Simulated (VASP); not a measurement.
# CdF2 (Fm-3m) in VASP: notebook

The runs below take CdF2 through single point, with r2SCAN.

All numbers are computed with VASP 6.6.1; they aren't measurements. Logs are shortened: lines on timing, memory, paths and dates and some standing lists are left out, and cuts for length are marked.

### Step 1. The cell of the first run

The structure is cubic, space group Fm-3m (No. 225). Conventional cell: a = 5.278 Å, b = 5.278 Å, c = 5.278 Å, α = 90.00°, β = 90.00°, γ = 90.00°. Within 3.0 Å of Cd (site symmetry m-3m) lie 8 F at 2.29 Å. F (site symmetry -43m) has 4 Cd at 2.29 Å and 6 F at 2.64 Å within 3.0 Å.

### Step 2. Single point, r2SCAN (12.26 Å³/atom)

File POSCAR:

```
CdF2
1.0
    0.0000000000      2.6391790280      2.6391790280
    2.6391790280      0.0000000000      2.6391790280
    2.6391790280      2.6391790280      0.0000000000
Cd F
1 2
Direct
    0.0000000000      0.0000000000      0.0000000000
    0.2500000000      0.2500000000      0.2500000000
    0.7500000000      0.7500000000      0.7500000000
```

File INCAR.step1:

```
SYSTEM = CdF2
PREC = Accurate
ENCUT = 660
ISMEAR = 0
SIGMA = 0.01
LREAL = .FALSE.
LASPH = .TRUE.
NELM = 120
NBANDS = 24
GGA = PE
ALGO = Normal
EDIFF = 1E-5
LWAVE = .TRUE.
LCHARG = .FALSE.
GGA_COMPAT = .FALSE.
```

File INCAR.step2:

```
SYSTEM = CdF2
PREC = Accurate
ENCUT = 660
EDIFF = 1E-6
ISMEAR = 0
SIGMA = 0.01
LREAL = .FALSE.
LASPH = .TRUE.
NELM = 120
ALGO = Normal
ISIF = 2
LWAVE = .FALSE.
LCHARG = .FALSE.
METAGGA = R2SCAN
LMIXTAU = .TRUE.
NBANDS = 24
ISTART = 1
GGA_COMPAT = .FALSE.
```

File KPOINTS:

```
regular mesh
0
G
  6 6 6
  0 0 0
```

Potentials or basis: VASP PAW PBE potentials, release 64 (Cd_sv_GW, F).

On the command line:

```bash
> cat potpaw_PBE.64/Cd_sv_GW/POTCAR potpaw_PBE.64/F/POTCAR > POTCAR
> cp INCAR.step1 INCAR
> mpirun -np 1 vasp_std > vasp.out
> cp INCAR.step2 INCAR
> mpirun -np 1 vasp_std > vasp.out
```

OUTCAR:

```text
SYSTEM = CdF2
   PREC = Accurate
   ENCUT = 660
   EDIFF = 1E-6
   ISMEAR = 0
   LREAL = .FALSE.
   LASPH = .TRUE.
   NELM = 120
   ISIF = 2
   METAGGA = R2SCAN
   ISTART = 1

 ion  position               nearest neighbor table
   1  0.000  0.000  0.000-   3 2.29   3 2.29   3 2.29   2 2.29   3 2.29   2 2.29   2 2.29   2 2.29

   2  0.250  0.250  0.250-   1 2.29   1 2.29   1 2.29   1 2.29
   3  0.750  0.750  0.750-   1 2.29   1 2.29   1 2.29   1 2.29

  LATTYP: Found a face centered cubic cell.
 ALAT       =     5.2783580560

  Lattice vectors:

 A1 = (   0.0000000000,   2.6391790280,   2.6391790280)
 A2 = (   2.6391790280,   0.0000000000,   2.6391790280)
 A3 = (   2.6391790280,   2.6391790280,   0.0000000000)

Analysis of symmetry for initial positions (statically):
=====================================================================
 Subroutine PRICEL returns:
 Original cell was already a primitive cell.

 Routine SETGRP: Setting up the symmetry group for a
 face centered cubic supercell.

 Subroutine GETGRP returns: Found 48 space group operations
 (whereof 48 operations were pure point group operations)
 out of a pool of 48 trial point group operations.

The static configuration has the point symmetry O_h .

Analysis of symmetry for dynamics (positions and initial velocities):
=====================================================================
 Subroutine PRICEL returns:
 Original cell was already a primitive cell.

 Routine SETGRP: Setting up the symmetry group for a
 face centered cubic supercell.

 Subroutine GETGRP returns: Found 48 space group operations
 (whereof 48 operations were pure point group operations)
 out of a pool of 48 trial point group operations.

The dynamic configuration has the point symmetry O_h .

 Subroutine INISYM returns: Found 48 space group operations
 (whereof 48 operations are pure point group operations),
 and found     1 'primitive' translations

----------------------------------------------------------------------------------------

                                     Primitive cell

  volume of cell :      36.7652

  direct lattice vectors                    reciprocal lattice vectors
     0.000000000  2.639179028  2.639179028    -0.189452854  0.189452854  0.189452854
     2.639179028  0.000000000  2.639179028     0.189452854 -0.189452854  0.189452854
     2.639179028  2.639179028  0.000000000     0.189452854  0.189452854 -0.189452854

  length of vectors
     3.732362775  3.732362775  3.732362775     0.328141969  0.328141969  0.328141969

  position of ions in fractional coordinates (direct lattice)
     0.000000000  0.000000000  0.000000000
     0.250000000  0.250000000  0.250000000
     0.750000000  0.750000000  0.750000000

  ion indices of the primitive-cell ions
   primitive index   ion index
                 1           1
                 2           2
                 3           3

----------------------------------------------------------------------------------------

 KPOINTS: regular mesh

Automatic generation of k-mesh.
 Grid dimensions read from file:
 generate k-points for:    6    6    6

 Generating k-lattice:

  Cartesian coordinates                     Fractional coordinates (reciprocal lattice)
    -0.031575476  0.031575476  0.031575476     0.166666667  0.000000000  0.000000000
     0.031575476 -0.031575476  0.031575476     0.000000000  0.166666667  0.000000000
     0.031575476  0.031575476 -0.031575476     0.000000000  0.000000000  0.166666667

  Length of vectors
     0.054690328  0.054690328  0.054690328

  Shift w.r.t. Gamma in fractional coordinates (k-lattice)
     0.000000000  0.000000000  0.000000000

 Subroutine IBZKPT returns following result:
 ===========================================

 Found     16 irreducible k-points:

 Following reciprocal coordinates:
            Coordinates               Weight
  0.000000  0.000000  0.000000      1.000000
  0.166667  0.000000  0.000000      8.000000
  0.333333  0.000000  0.000000      8.000000
  0.500000  0.000000  0.000000      4.000000
  0.166667  0.166667  0.000000      6.000000
  0.333333  0.166667  0.000000     24.000000
[... 8 lines left out ...]
 -0.333333  0.333333  0.166667     24.000000
 -0.333333  0.500000  0.166667     12.000000
   k-points           NKPTS =     16   k-points in BZ     NKDIM =     16   number of bands    NBANDS=     24
   number of dos      NEDOS =    301   number of ions     NIONS =      3
   total plane-waves  NPLWV =  32768
   dimension x,y,z NGX =    32 NGY =   32 NGZ =   32
   dimension x,y,z NGXF=    64 NGYF=   64 NGZF=   64
   ions per type =               1   2
   NGX,Y,Z   is equivalent  to a cutoff of  14.25, 14.25, 14.25 a.u.
   NGXF,Y,Z  is equivalent  to a cutoff of  28.51, 28.51, 28.51 a.u.
 SYSTEM =  CdF2
   PREC   = accura    normal or accurate (medium, high low for compatibility)
   ISTART =      1    job   : 0-new  1-cont  2-samecut
   ICHARG =      0    charge: 1-file 2-atom 10-const
   ISPIN  =      1    spin polarized calculation?
   LNONCOLLINEAR =      F non collinear calculations
   LSORBIT =      F    spin-orbit coupling
   LASPH  =      T    aspherical Exc in radial PAW
   ENCUT  =  660.0 eV  48.51 Ry    6.96 a.u.   7.82  7.82  7.82*2*pi/ulx,y,z
   NELM   =    120;   NELMIN=  2; NELMDL=  0     # of ELM steps
   EDIFF  = 0.1E-05   stopping-criterion for ELM
   LREAL  =      F    real-space projection
   EDIFFG = 0.1E-04   stopping-criterion for IOM
   NSW    =      0    number of steps for IOM
   IBRION =     -1    ionic relax: 0-MD 1-quasi-New 2-CG
   NFREE  =      0    steps in history (QN), initial steepest desc. (CG)
   ISIF   =      2    stress and relaxation
   ISYM   =      2    0-nonsym 1-usesym 2-fastsym
   POTIM  = 0.5000    time-step for ionic-motion
   TEBEG  =    0.0;   TEEND  =   0.0 temperature during run
   PSTRESS=    0.0 pullay stress
   NELECT =      34.0000    total number of electrons
   NUPDOWN=      -1.0000    fix difference up-down
   EMIN   =  10.00;   EMAX   =-10.00  energy-range for DOS
   EFERMI =   0.00;   METHOD = LEGACY
   ISMEAR =     0;   SIGMA  =   0.01  broadening in eV -4-tet -1-fermi 0-gaus
   EFERMI_NEDOS =   21; number of points for ismear=-14 and -15
   IALGO  =     38    algorithm
   IMIX   =      4    mixing-type and parameters
     AMIX     =   0.40;   BMIX     =  1.00
     AMIX_MAG =   1.60;   BMIX_MAG =  1.00
  volume/ion in A,a.u.               =      12.26        82.70
  Fermi-wavevector in a.u.,A,eV,Ry     =   1.594981  3.014078 34.612754  2.543966
  Thomas-Fermi vector in A             =   2.692971
   LORBIT       =      0    0 simple, 1 ext, 2 COOP (PROOUT), +10 PAW based schemes
   METAGGA = R2SCAN    functional components
   LHFCALC =     F    Hartree Fock is set to
   AEXX    =    0.0000 exact exchange contribution
   IVDW    =     0    specifies the selected vdW correction
   LEPSILON=     F    determine dielectric tensor
   LRPA    =     F    only Hartree local field effects (RPA)
 non-spin polarized calculation
 Gauss-broadening in eV      SIGMA  =   0.01
  energy-cutoff  :      660.00
  volume of cell :       36.77
 maximum number of plane-waves:      1430
   NGX = 15   NGY = 15   NGZ = 15

 number of electron      33.9999995 magnetization

 Free energy of the ion-electron system (eV)
  ---------------------------------------------------
  ext. energy  EPLUGINS =         0.00000000
  ---------------------------------------------------
  free energy    TOTEN  =       -33.78768076 eV

  energy without entropy =      -33.78768076  energy(sigma->0) =      -33.78768076

 E-fermi :   1.0142     XC(G=0): -11.5816

 val. band max:        0.6594532399   @ k =  -0.3333   0.5000   0.1667
 cond. band min:       4.6970803271   @ k =   0.0000   0.0000   0.0000
 fundamental gap:      4.0376270872
 Fermi energy:         1.0141914674

 k-point     1 :       0.0000    0.0000    0.0000
  band No.  band energies     occupation
      1    -100.1805      2.00000
      2     -60.3851      2.00000
      3     -60.3851      2.00000
      4     -60.3851      2.00000
      5     -21.6110      2.00000
      6     -20.3756      2.00000
[... 16 lines left out ...]
     23      22.0592      0.00000
     24      22.0592      0.00000

 k-point     2 :       0.1667    0.0000    0.0000
  band No.  band energies     occupation
      1    -100.1804      2.00000
      2     -60.3860      2.00000
      3     -60.3853      2.00000
      4     -60.3853      2.00000
      5     -21.5143      2.00000
      6     -20.4629      2.00000
[... 16 lines left out ...]
     23      21.3977      0.00000
     24      21.3977      0.00000

 k-point     3 :       0.3333    0.0000    0.0000
  band No.  band energies     occupation
      1    -100.1804      2.00000
      2     -60.3878      2.00000
      3     -60.3856      2.00000
      4     -60.3856      2.00000
      5     -21.2709      2.00000
      6     -20.6823      2.00000
[... 16 lines left out ...]
     23      20.5191      0.00000
     24      21.3698      0.00000

 k-point     4 :       0.5000    0.0000    0.0000
  band No.  band energies     occupation
      1    -100.1804      2.00000
      2     -60.3886      2.00000
      3     -60.3857      2.00000
      4     -60.3857      2.00000
      5     -21.0127      2.00000
      6     -20.9258      2.00000
[... 16 lines left out ...]
     23      20.1366      0.00000
     24      20.6930      0.00000

 k-point     5 :       0.1667    0.1667    0.0000
  band No.  band energies     occupation
      1    -100.1804      2.00000
      2     -60.3860      2.00000
      3     -60.3854      2.00000
      4     -60.3854      2.00000
      5     -21.4862      2.00000
      6     -20.4855      2.00000
[... 235 lines left out ...]
 k-point    14 :       0.5000    0.3333    0.1667
  band No.  band energies     occupation
      1    -100.1803      2.00000
      2     -60.3878      2.00000
      3     -60.3866      2.00000
      4     -60.3860      2.00000
      5     -21.1393      2.00000
      6     -20.7785      2.00000
[... 16 lines left out ...]
     23      21.3543      0.00000
     24      23.7309      0.00000

 k-point    15 :      -0.3333    0.3333    0.1667
  band No.  band energies     occupation
      1    -100.1803      2.00000
      2     -60.3879      2.00000
      3     -60.3871      2.00000
      4     -60.3862      2.00000
      5     -20.9617      2.00000
      6     -20.9399      2.00000
[... 16 lines left out ...]
     23      20.8910      0.00000
     24      23.7821      0.00000

 k-point    16 :      -0.3333    0.5000    0.1667
  band No.  band energies     occupation
      1    -100.1803      2.00000
      2     -60.3881      2.00000
      3     -60.3870      2.00000
      4     -60.3864      2.00000
      5     -21.0165      2.00000
      6     -20.8710      2.00000
[... 16 lines left out ...]
     23      22.2811      0.00000
     24      22.9176      0.00000

------------------------ aborting loop because EDIFF is reached ----------------------------------------

  FORCE on cell =-STRESS in cart. coord.  units (eV):
  Direction    XX          YY          ZZ          XY          YZ          ZX
  --------------------------------------------------------------------------------------
  -------------------------------------------------------------------------------------
  Total        1.7319295      1.7319295      1.7319295      0.0000000     -0.0000000      0.0000000
  in kB       75.4751952     75.4751952     75.4751952      0.0000000     -0.0000000      0.0000000
  external PRESSURE =      75.4751952 kB  Pullay stress =       0.0000000 kB

 VOLUME and BASIS-vectors are now :
 -----------------------------------------------------------------------------
  energy-cutoff  :      660.00
  volume of cell :       36.77
      direct lattice vectors                 reciprocal lattice vectors
     0.000000000  2.639179028  2.639179028    -0.189452854  0.189452854  0.189452854
     2.639179028  0.000000000  2.639179028     0.189452854 -0.189452854  0.189452854
     2.639179028  2.639179028  0.000000000     0.189452854  0.189452854 -0.189452854

 POSITION                                       TOTAL-FORCE (eV/Angst)
 -----------------------------------------------------------------------------------
      0.00000      0.00000      0.00000         0.000000      0.000000      0.000000
      1.31959      1.31959      1.31959         0.000000      0.000000     -0.000000
      3.95877      3.95877      3.95877        -0.000000     -0.000000      0.000000
 -----------------------------------------------------------------------------------
    total drift:                                0.000000     -0.000000      0.000000

  FREE ENERGIE OF THE ION-ELECTRON SYSTEM (eV)
  ---------------------------------------------------
  free  energy   TOTEN  =       -33.7876807591 eV

  energy  without entropy=      -33.7876807591  energy(sigma->0) =      -33.78768076
```

Wall time 75 s (1 thread of AMD EPYC 7R13 (Zen 3), shared host); peak memory 0.17 GiB.

What came out:

* Free energy: -33.7877 eV
* Pressure: 7.5 GPa
* Band gap on the k mesh: 4.04 eV (least direct gap 4.44 eV)

Caveat: the cell stands under pressure; the PAW data sets were made with another functional, which shifts forces and pressure a little. A k mesh can miss the band edges.

### Step 3. Single point, r2SCAN

This run uses another cell than the first one, of 13.04 Å³/atom.

File POSCAR:

```
CdF2
1.0
    0.0000000000      2.6941776783      2.6941776783
    2.6941776783      0.0000000000      2.6941776783
    2.6941776783      2.6941776783      0.0000000000
Cd F
1 2
Direct
    0.0000000000      0.0000000000      0.0000000000
    0.2500000000      0.2500000000      0.2500000000
    0.7500000000      0.7500000000      0.7500000000
```

File INCAR.step1:

```
SYSTEM = CdF2
PREC = Accurate
ENCUT = 660
ISMEAR = 0
SIGMA = 0.01
LREAL = .False.
LASPH = .True.
NELM = 120
NBANDS = 24
GGA = PE
ALGO = Normal
EDIFF = 1E-5
LWAVE = .True.
LCHARG = .False.
GGA_COMPAT = .False.
```

File INCAR.step2:

```
SYSTEM = CdF2
PREC = Accurate
ENCUT = 660
EDIFF = 1E-6
ISMEAR = 0
SIGMA = 0.01
LREAL = .False.
LASPH = .True.
NELM = 120
ALGO = Normal
ISIF = 2
LWAVE = .False.
LCHARG = .True.
METAGGA = R2SCAN
LMIXTAU = .True.
LELF = .True.
LVHAR = .True.
NBANDS = 24
ISTART = 1
GGA_COMPAT = .False.
```

File KPOINTS:

```
Automatic mesh
0
Gamma
  6 6 6
  0 0 0
```

Potentials or basis: VASP PAW PBE potentials, release 64 (Cd_sv_GW, F).

On the command line:

```bash
> cat potpaw_PBE.64/Cd_sv_GW/POTCAR potpaw_PBE.64/F/POTCAR > POTCAR
> cp INCAR.step1 INCAR
> mpirun -np 1 vasp_std > vasp.out
> cp INCAR.step2 INCAR
> mpirun -np 1 vasp_std > vasp.out
```

Wall time 73 s (1 thread of Intel Xeon Platinum 8488C (Sapphire Rapids), shared host); peak memory 0.2 GiB.

The run converged. Its results:

```
Free energy            : -33.8440 eV
Pressure               : -0.5 GPa
Band gap on the k mesh : 3.81 eV (least direct gap 4.30 eV)
```

Levels at points of the mesh, in eV from the valence-band top:
| k point | band 15 | band 16 | band 17 | band 18 | band 19 | band 20 |
| --- | --- | --- | --- | --- | --- | --- |
| (0.00, 0.00, 0.00) | -0.50 | -0.50 | -0.50 | 3.81 | 13.63 | 13.63 |
| (0.50, 0.00, 0.00) | -1.82 | -0.39 | -0.39 | 8.03 | 9.72 | 15.63 |
| (0.50, 0.50, 0.00) | -0.50 | -0.07 | -0.07 | 8.93 | 10.59 | 12.23 |

Caveat: the PAW data sets were made with another functional, which shifts forces and pressure a little. A k mesh can miss the band edges.
